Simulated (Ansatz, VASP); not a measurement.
# One calculation of WC, two programs

Contents of INCAR:

```
SYSTEM = WC
PREC     = Accurate       ! precision mode
ENCUT    = 600            ! plane-wave cutoff, eV
EDIFF    = 1E-7           ! SCF threshold, eV
ISMEAR   = 0              ! smearing method
SIGMA    = 0.1            ! smearing width, eV
LREAL    = .False.        ! projectors in reciprocal space
LASPH    = .True.         ! aspherical terms in the spheres
NELM     = 120            ! most SCF steps
ALGO     = Normal         ! electronic algorithm
ISIF     = 3              ! what is computed and relaxed
LWAVE    = .False.        ! write WAVECAR
LCHARG   = .False.        ! write CHGCAR
GGA      = PE             ! functional
IBRION   = 2              ! ionic algorithm
NSW      = 90             ! ionic steps
EDIFFG   = -0.04          ! ionic threshold
GGA_COMPAT= .False.      
NELMIN   = 4
```

The input KPOINTS:

```
regular mesh
0
Gamma
  6 6 6
  0 0 0
```

File POSCAR:

```
WC
1.0
    2.9065000100      0.0000000000      0.0000000000
   -1.4532500100      2.5171028500      0.0000000000
    0.0000000000      0.0000000000      2.8366000700
W C
1 1
Direct
    0.0000000000      0.0000000000      0.0000000000
    0.6666666700      0.3333333300      0.5000000000
```

Input for Ansatz:

```yaml
crystal:
  lattice:
    - [2.90650001, 0.0, 0.0]
    - [-1.45325001, 2.51710285, 0.0]
    - [0.0, 0.0, 2.83660007]
  atoms:
    - { symbol: W, position: [0.0, 0.0, 0.0] }
    - { symbol: C, position: [0.66666667, 0.33333333, 0.5] }
basis:
  ecutwfc: 420
kpoints:
  mp_grid: { grid: [6, 6, 6] }
hamiltonian:
  xc: pbe
scf:
  occupations: { method: gaussian, width: 0.1 }
  lower_state_search: "off"
output:
  forces: true
  stress: true
  eigenvalues: true
relax:
  adjacent_minimum: "off"
  f_tol: 0.04
  max_steps: 70
  cell: { stress_tol: 0.4 }
```

Alike in both runs: task relaxation of cell and atoms; functional PBE; k mesh 6 × 6 × 6; occupations gaussian, width 0.1 eV; no spin polarisation.

|  | VASP | Ansatz |
| --- | --- | --- |
| version | VASP 6.6.1 | Ansatz 0.2.0 |
| potentials or method | VASP PAW PBE potentials, release 64 (W_sv, C), cutoff 600 eV | scalar-relativistic, plane waves, PAW |
| valence electrons in the cell | 18 | 18 |

|  | VASP | Ansatz | Ansatz less VASP |
| --- | --- | --- | --- |
| gap on the k mesh at the Fermi level, each at its own relaxed structure (eV) | none | none | - |
| relaxed volume (Å³/atom) | 10.56 | 10.53 | -0.026 |
| relaxed cell length with the largest relative difference (Å) | 2.844 | 2.841 | -0.0040 |

A gap of «none» marks a metal or a gap that the smearing closes.

The k mesh is coarse, so the values compare programs but aren't converged. Neither program's run includes spin-orbit coupling.
